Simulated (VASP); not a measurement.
# As (R-3m) in VASP: settings compared

The runs below take As through single point, with PBE, LDA.

Program: VASP 6.6.1. These are calculated values, not measurements. Logs are shortened: lines on timing, memory, paths and dates and some standing lists are left out, and cuts for length are marked.

### 1 The cell of the first run

Symmetry: R-3m, No. 166, trigonal system. Conventional cell: a = 3.762 Å, b = 3.762 Å, c = 10.542 Å, α = 90.00°, β = 90.00°, γ = 120.00°. Within 3.3 Å of As (site symmetry 3m) lie 6 As at 2.51 to 3.14 Å.

### 2 Single point, PBE

Contents of INCAR:

```
  ALGO = Normal
  EDIFF = 1E-6
  ENCUT = 520
  GGA = PE
  ISIF = 2
  ISMEAR = -1
  LASPH = True
  LCHARG = False
  LREAL = False
  LWAVE = False
  NBANDS = 12
  NELM = 100
  PREC = Accurate
  SIGMA = 0.02
```

Contents of KPOINTS:

```
k-points
0
Gamma
  4 4 4
```

Contents of POSCAR:

```
As
1.0
    1.8807968987      1.0858785957      3.5140619945
   -1.8807968987      1.0858785957      3.5140619945
    0.0000000000     -2.1717571915      3.5140619945
As
2
Direct
    0.2260000000      0.2260000000      0.2260000000
    0.7740000000      0.7740000000      0.7740000000
```

Potentials or basis: VASP PAW PBE potentials, release 64 (As).

On the command line:

```sh
cat potpaw_PBE.64/As/POTCAR > POTCAR
mpirun -np 1 vasp_std > vasp.out
```

OUTCAR:

```text
EDIFF = 1E-6
   ENCUT = 520
   GGA = PE
   ISIF = 2
   ISMEAR = -1
   LASPH = True
   LREAL = False
   NELM = 100
   PREC = Accurate

 ion  position               nearest neighbor table
   1  0.226  0.226  0.226-   2 2.51   2 2.51   2 2.51
   2  0.774  0.774  0.774-   1 2.51   1 2.51   1 2.51

  LATTYP: Found a trigonal (rhomboedric) cell.
 ALAT       =     4.1310000000
 COS(alpha) =     0.5854247172

  Lattice vectors:

 A1 = (   1.8807968987,   1.0858785957,   3.5140619945)
 A2 = (  -1.8807968987,   1.0858785957,   3.5140619945)
 A3 = (   0.0000000000,  -2.1717571915,   3.5140619945)

Analysis of symmetry for initial positions (statically):
=====================================================================
 Subroutine PRICEL returns:
 Original cell was already a primitive cell.

 Routine SETGRP: Setting up the symmetry group for a
 trigonal (rhombohedral) supercell.

 Subroutine GETGRP returns: Found 12 space group operations
 (whereof 12 operations were pure point group operations)
 out of a pool of 12 trial point group operations.

The static configuration has the point symmetry D_3d.

Analysis of symmetry for dynamics (positions and initial velocities):
=====================================================================
 Subroutine PRICEL returns:
 Original cell was already a primitive cell.

 Routine SETGRP: Setting up the symmetry group for a
 trigonal (rhombohedral) supercell.

 Subroutine GETGRP returns: Found 12 space group operations
 (whereof 12 operations were pure point group operations)
 out of a pool of 12 trial point group operations.

The dynamic configuration has the point symmetry D_3d.

 Subroutine INISYM returns: Found 12 space group operations
 (whereof 12 operations are pure point group operations),
 and found     1 'primitive' translations

----------------------------------------------------------------------------------------

                                     Primitive cell

  volume of cell :      43.0610

  direct lattice vectors                    reciprocal lattice vectors
     1.880796899  1.085878596  3.514061995     0.265844760  0.153485544  0.094856987
    -1.880796899  1.085878596  3.514061995    -0.265844760  0.153485544  0.094856987
     0.000000000 -2.171757191  3.514061995     0.000000000 -0.306971087  0.094856987

  length of vectors
     4.131000000  4.131000000  4.131000000     0.321292852  0.321292852  0.321292852

  position of ions in fractional coordinates (direct lattice)
     0.226000000  0.226000000  0.226000000
     0.774000000  0.774000000  0.774000000

  ion indices of the primitive-cell ions
   primitive index   ion index
                 1           1
                 2           2

----------------------------------------------------------------------------------------

 KPOINTS: k-points

Automatic generation of k-mesh.
 Grid dimensions read from file:
 generate k-points for:    4    4    4

 Generating k-lattice:

  Cartesian coordinates                     Fractional coordinates (reciprocal lattice)
     0.066461190  0.038371386  0.023714247     0.250000000  0.000000000 -0.000000000
    -0.066461190  0.038371386  0.023714247     0.000000000  0.250000000 -0.000000000
     0.000000000 -0.076742772  0.023714247    -0.000000000 -0.000000000  0.250000000

  Length of vectors
     0.080323213  0.080323213  0.080323213

  Shift w.r.t. Gamma in fractional coordinates (k-lattice)
     0.000000000  0.000000000  0.000000000

 Subroutine IBZKPT returns following result:
 ===========================================

 Found     13 irreducible k-points:

 Following reciprocal coordinates:
            Coordinates               Weight
  0.000000  0.000000  0.000000      1.000000
  0.250000  0.000000 -0.000000      6.000000
  0.500000  0.000000 -0.000000      3.000000
  0.250000  0.250000 -0.000000      6.000000
  0.500000  0.250000  0.000000     12.000000
 -0.250000  0.250000  0.000000      6.000000
  0.500000  0.500000 -0.000000      3.000000
  0.250000  0.250000  0.250000      2.000000
  0.500000  0.250000  0.250000      6.000000
 -0.250000  0.250000  0.250000      6.000000
  0.500000  0.500000  0.250000      6.000000
 -0.250000  0.500000  0.250000      6.000000
  0.500000  0.500000  0.500000      1.000000
   k-points           NKPTS =     13   k-points in BZ     NKDIM =     13   number of bands    NBANDS=     12
   number of dos      NEDOS =    301   number of ions     NIONS =      2
   total plane-waves  NPLWV =  32768
   dimension x,y,z NGX =    32 NGY =   32 NGZ =   32
   dimension x,y,z NGXF=    64 NGYF=   64 NGZF=   64
   ions per type =               2
   NGX,Y,Z   is equivalent  to a cutoff of  12.88, 12.88, 12.88 a.u.
   NGXF,Y,Z  is equivalent  to a cutoff of  25.76, 25.76, 25.76 a.u.
 SYSTEM =  unknown system
   PREC   = accura    normal or accurate (medium, high low for compatibility)
   ISTART =      0    job   : 0-new  1-cont  2-samecut
   ICHARG =      2    charge: 1-file 2-atom 10-const
   ISPIN  =      1    spin polarized calculation?
   LNONCOLLINEAR =      F non collinear calculations
   LSORBIT =      F    spin-orbit coupling
   LASPH  =      T    aspherical Exc in radial PAW
   ENCUT  =  520.0 eV  38.22 Ry    6.18 a.u.   7.68  7.68  7.68*2*pi/ulx,y,z
   NELM   =    100;   NELMIN=  2; NELMDL= -5     # of ELM steps
   EDIFF  = 0.1E-05   stopping-criterion for ELM
   LREAL  =      F    real-space projection
   EDIFFG = 0.1E-04   stopping-criterion for IOM
   NSW    =      0    number of steps for IOM
   IBRION =     -1    ionic relax: 0-MD 1-quasi-New 2-CG
   NFREE  =      0    steps in history (QN), initial steepest desc. (CG)
   ISIF   =      2    stress and relaxation
   ISYM   =      2    0-nonsym 1-usesym 2-fastsym
   POTIM  = 0.5000    time-step for ionic-motion
   TEBEG  =    0.0;   TEEND  =   0.0 temperature during run
   PSTRESS=    0.0 pullay stress
   NELECT =      10.0000    total number of electrons
   NUPDOWN=      -1.0000    fix difference up-down
   EMIN   =  10.00;   EMAX   =-10.00  energy-range for DOS
   EFERMI =   0.00;   METHOD = LEGACY
   ISMEAR =    -1;   SIGMA  =   0.02  broadening in eV -4-tet -1-fermi 0-gaus
   EFERMI_NEDOS =   21; number of points for ismear=-14 and -15
   IALGO  =     38    algorithm
   IMIX   =      4    mixing-type and parameters
     AMIX     =   0.40;   BMIX     =  1.00
     AMIX_MAG =   1.60;   BMIX_MAG =  1.00
  volume/ion in A,a.u.               =      21.53       145.29
  Fermi-wavevector in a.u.,A,eV,Ry     =   1.006268  1.901570 13.776916  1.012575
  Thomas-Fermi vector in A             =   2.138999
   LORBIT       =      0    0 simple, 1 ext, 2 COOP (PROOUT), +10 PAW based schemes
   GGA     = PE    functional components
   LHFCALC =     F    Hartree Fock is set to
   AEXX    =    0.0000 exact exchange contribution
   IVDW    =     0    specifies the selected vdW correction
   LEPSILON=     F    determine dielectric tensor
   LRPA    =     F    only Hartree local field effects (RPA)
 non-spin polarized calculation
  energy-cutoff  :      520.00
  volume of cell :       43.06
 maximum number of plane-waves:      1170
 NGX is ok and might be reduce to    32
   NGX = 15   NGY = 15   NGZ = 15

 number of electron      10.0000000 magnetization

 Free energy of the ion-electron system (eV)
  ---------------------------------------------------
  ext. energy  EPLUGINS =         0.00000000
  ---------------------------------------------------
  free energy    TOTEN  =        -9.39243304 eV

  energy without entropy =       -9.39106369  energy(sigma->0) =       -9.39174836

 E-fermi :   5.1194     XC(G=0):  -9.9686

 val. band max:        5.0793365556   @ k =   0.5000   0.0000  -0.0000
 cond. band min:       5.1593708834   @ k =   0.5000   0.0000  -0.0000
 fundamental gap:      0.0800343278
 Fermi energy:         5.1193538031

 k-point     1 :       0.0000    0.0000    0.0000
  band No.  band energies     occupation
      1      -9.5950      2.00000
      2      -0.3371      2.00000
      3       2.9709      2.00000
      4       3.4341      2.00000
      5       3.4341      2.00000
      6       7.0884      0.00000
      7       8.3718      0.00000
      8       8.3718      0.00000
      9      12.3370      0.00000
     10      12.3370      0.00000
     11      12.8296      0.00000
     12      14.2278      0.00000

 k-point     2 :       0.2500    0.0000   -0.0000
  band No.  band energies     occupation
      1      -8.7669      2.00000
      2      -2.6471      2.00000
      3       2.6703      2.00000
      4       2.9594      2.00000
      5       3.9597      2.00000
      6       6.6619      0.00000
      7       7.4318      0.00000
      8       7.6594      0.00000
      9      11.5755      0.00000
     10      12.1393      0.00000
     11      13.1549      0.00000
     12      17.6545      0.00000

 k-point     3 :       0.5000    0.0000   -0.0000
  band No.  band energies     occupation
      1      -6.8697      2.00000
      2      -5.6386      2.00000
      3       2.6000      2.00000
      4       2.6548      2.00000
      5       5.0793      1.76178
      6       5.1594      0.23823
      7       5.8465      0.00000
      8       6.8753      0.00000
      9      14.4384      0.00000
     10      14.5865      0.00000
     11      16.9107      0.00000
     12      17.0857      0.00000

 k-point     4 :       0.2500    0.2500   -0.0000
  band No.  band energies     occupation
      1      -8.6115      2.00000
      2      -2.4413      2.00000
      3       1.2521      2.00000
      4       2.1819      2.00000
      5       3.4569      2.00000
      6       7.4174      0.00000
      7       7.9921      0.00000
      8       9.6828      0.00000
      9      11.3159      0.00000
     10      13.8314      0.00000
     11      14.0513      0.00000
     12      15.9026      0.00000

 k-point     5 :       0.5000    0.2500    0.0000
  band No.  band energies     occupation
      1      -6.9993      2.00000
      2      -4.6885      2.00000
      3       0.1287      2.00000
      4       1.6566      2.00000
      5       2.6381      2.00000
      6       8.2832      0.00000
      7       8.6783      0.00000
      8       9.8646      0.00000
      9      10.9128      0.00000
     10      15.3271      0.00000
     11      16.5108      0.00000
     12      17.6713      0.00000

 k-point     6 :      -0.2500    0.2500    0.0000
  band No.  band energies     occupation
      1      -7.3774      2.00000
      2      -4.4739      2.00000
      3       0.4039      2.00000
      4       3.1391      2.00000
      5       3.2563      2.00000
      6       6.5885      0.00000
      7       6.7957      0.00000
      8       9.9883      0.00000
      9      11.5161      0.00000
     10      14.1729      0.00000
     11      15.5401      0.00000
     12      17.4993      0.00000

 k-point     7 :       0.5000    0.5000   -0.0000
  band No.  band energies     occupation
      1      -6.8292      2.00000
      2      -4.2694      2.00000
      3      -0.5072      2.00000
      4       1.2574      2.00000
      5       1.3252      2.00000
      6       6.9053      0.00000
      7      10.9405      0.00000
      8      12.3729      0.00000
      9      12.7636      0.00000
     10      16.0422      0.00000
     11      17.4330      0.00000
     12      17.4604      0.00000

 k-point     8 :       0.2500    0.2500    0.2500
  band No.  band energies     occupation
      1      -9.0860      2.00000
      2      -2.6881      2.00000
      3       3.5234      2.00000
      4       3.5234      2.00000
      5       4.4052      2.00000
      6       7.2009      0.00000
      7       7.2009      0.00000
      8       7.3177      0.00000
      9      11.9983      0.00000
     10      13.2969      0.00000
     11      13.2969      0.00000
     12      16.7923      0.00000

 k-point     9 :       0.5000    0.2500    0.2500
  band No.  band energies     occupation
      1      -8.0234      2.00000
      2      -3.8564      2.00000
      3       0.2975      2.00000
      4       2.9216      2.00000
      5       4.6729      2.00000
      6       6.8850      0.00000
      7       7.2186      0.00000
      8      10.2524      0.00000
      9      12.4859      0.00000
     10      13.7095      0.00000
     11      14.5637      0.00000
     12      16.5373      0.00000

 k-point    10 :      -0.2500    0.2500    0.2500
  band No.  band energies     occupation
      1      -6.9057      2.00000
      2      -4.9465      2.00000
      3       0.5110      2.00000
      4       1.8442      2.00000
      5       2.6115      2.00000
      6       7.3266      0.00000
      7       8.6992      0.00000
      8       9.3822      0.00000
      9      11.0911      0.00000
     10      16.4762      0.00000
     11      17.5284      0.00000
     12      17.7945      0.00000

 k-point    11 :       0.5000    0.5000    0.2500
  band No.  band energies     occupation
      1      -7.7688      2.00000
      2      -4.0059      2.00000
      3       0.0871      2.00000
      4       2.1445      2.00000
      5       3.3184      2.00000
      6       8.0355      0.00000
      7       8.8140      0.00000
      8      10.2949      0.00000
      9      11.7338      0.00000
     10      15.9695      0.00000
     11      16.2713      0.00000
     12      17.4787      0.00000

 k-point    12 :      -0.2500    0.5000    0.2500
  band No.  band energies     occupation
      1      -6.5050      2.00000
      2      -4.9081      2.00000
      3      -0.2749      2.00000
      4      -0.1587      2.00000
      5       4.2749      2.00000
      6       6.7626      0.00000
      7      10.6485      0.00000
      8      10.6847      0.00000
      9      12.5201      0.00000
     10      13.0023      0.00000
     11      17.6138      0.00000
     12      17.8966      0.00000

 k-point    13 :       0.5000    0.5000    0.5000
  band No.  band energies     occupation
      1      -8.3212      2.00000
      2      -4.5144      2.00000
      3       3.6861      2.00000
      4       3.6861      2.00000
      5       4.8624      1.99999
      6       6.2455      0.00000
      7       6.2455      0.00000
      8       7.3042      0.00000
      9      13.4859      0.00000
     10      15.8577      0.00000
     11      15.8577      0.00000
     12      17.1329      0.00000

------------------------ aborting loop because EDIFF is reached ----------------------------------------

  FORCE on cell =-STRESS in cart. coord.  units (eV):
  Direction    XX          YY          ZZ          XY          YZ          ZX
  --------------------------------------------------------------------------------------
  -------------------------------------------------------------------------------------
  Total        1.4294217      1.4294217      0.4125341      0.0000000     -0.0000000      0.0000000
  in kB       53.1847468     53.1847468     15.3492305      0.0000000     -0.0000000      0.0000000
  external PRESSURE =      40.5729081 kB  Pullay stress =       0.0000000 kB

 VOLUME and BASIS-vectors are now :
 -----------------------------------------------------------------------------
  energy-cutoff  :      520.00
  volume of cell :       43.06
      direct lattice vectors                 reciprocal lattice vectors
     1.880796899  1.085878596  3.514061995     0.265844760  0.153485544  0.094856987
    -1.880796899  1.085878596  3.514061995    -0.265844760  0.153485544  0.094856987
     0.000000000 -2.171757191  3.514061995     0.000000000 -0.306971087  0.094856987

 POSITION                                       TOTAL-FORCE (eV/Angst)
 -----------------------------------------------------------------------------------
      0.00000     -0.00000      2.38253         0.000000     -0.000000      0.150938
      0.00000     -0.00000      8.15965         0.000000      0.000000     -0.150938
 -----------------------------------------------------------------------------------
    total drift:                               -0.000000     -0.000000      0.000000

  FREE ENERGIE OF THE ION-ELECTRON SYSTEM (eV)
  ---------------------------------------------------
  free  energy   TOTEN  =        -9.3924330381 eV

  energy  without entropy=       -9.3910636891  energy(sigma->0) =       -9.39174836
```

It took 4.5 s on 1 thread of AMD EPYC 9R45 (Zen 5), shared host; peak memory 0.14 GiB.

Results:

| Item | Value |
| --- | --- |
| Free energy | -9.3924 eV |
| Pressure | 4.1 GPa |
| Largest force | 0.151 eV/Å |
| Band gap on the k mesh | 0.08 eV, direct |

Forces on the atoms (eV/Å):
```
As   0.000  0.000  0.151
As   0.000  0.000 -0.151
```

Caveat: the k points lie up to 0.50 Å⁻¹ apart. A k mesh can miss the band edges.

(Part 1 of 2 ends here.)
